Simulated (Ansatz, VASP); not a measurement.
## TiNi in VASP and in Ansatz

```
CELL_PARAMETERS angstrom
4.03082 0.00000 0.00000
0.00000 2.81760 0.00000
0.00000 0.00000 4.52477
ATOMIC_POSITIONS crystal
Ni 0.75000 0.00000 0.82097
Ni 0.25000 0.00000 0.17903
Ti 0.75000 0.50000 0.27441
Ti 0.25000 0.50000 0.72559
```

Change from the starting cell: volume scaled by 0.96.

Alike in both runs: task single point; functional PBEsol; k mesh 7 × 9 × 6; occupations fermi-dirac, width 0.05 eV; collinear spin.

|  | VASP | Ansatz |
| --- | --- | --- |
| version | VASP 6.6.1 | Ansatz 0.2.0 |
| potentials or method | VASP PAW PBE potentials, release 64 (Ni, Ti_sv), cutoff 520 eV | all-electron LAPW, scalar-relativistic |

Ansatz gave:

```
gap on the k mesh at the Fermi level (eV)                     : none
pressure (GPa)                                                : 4.4
traceless stress, the component that is largest in VASP (GPa) : 0.64
rms of the force components (eV/Å)                            : 0.116
net moment per atom (μB)                                      : 0.00
```

Question: Which values does VASP return?

Answer: gap on the k mesh at the Fermi level (eV): none; pressure (GPa): 4.3; traceless stress, the component that is largest in VASP (GPa): 0.62; rms of the force components (eV/Å): 0.119; net moment per atom (μB): 0.00.

VASP's potentials were made for PBE, not for PBEsol. Atom by atom the forces differ by 0.004 eV/Å (rms over components). A gap of «none» marks a metal or a gap that the smearing closes. Ansatz ran all-electron here, and VASP with PAW potentials.
